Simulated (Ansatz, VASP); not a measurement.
One calculation of CdTe, two programs

```xyz
2
Lattice="0.0000 3.1088 3.3011 3.1088 0.0000 3.3011 3.1088 3.1088 0.0000" Properties=species:S:1:pos:R:3 pbc="T T T"
Cd    0.0000    0.0000    0.0000
Te    4.6633    4.6633    4.9517
```

Change from the starting cell: strain -0.030 along x and y, +0.030 along z, atoms carried along.

Alike in both runs: task single point; functional PBE; k mesh 8 × 8 × 8; occupations gaussian, width 0.05 eV; no spin polarisation.

|  | VASP | Ansatz |
| --- | --- | --- |
| version | VASP 6.6.1 | Ansatz 0.2.0 |
| potentials or method | VASP PAW PBE potentials, release 64 (Cd, Te), cutoff 520 eV | scalar-relativistic, plane waves, PAW |
| valence electrons in the cell | 18 | 36 |

Ansatz gave:

| Quantity | Value |
| --- | --- |
| gap on the k mesh at the Fermi level (eV) | 0.88 |
| least direct gap on the mesh (eV) | 0.88 |
| pressure (GPa) | 6.0 |
| traceless stress, the component that is largest in VASP (GPa) | -0.56 |

Which values does VASP return?

gap on the k mesh at the Fermi level (eV): 0.88; least direct gap on the mesh (eV): 0.88; pressure (GPa): 6.1; traceless stress, the component that is largest in VASP (GPa): -0.55.

VASP's potentials hold 18 valence electrons a cell and Ansatz's 36, so a difference there can come from the potentials and not from the codes.

Spin-orbit coupling is off throughout.
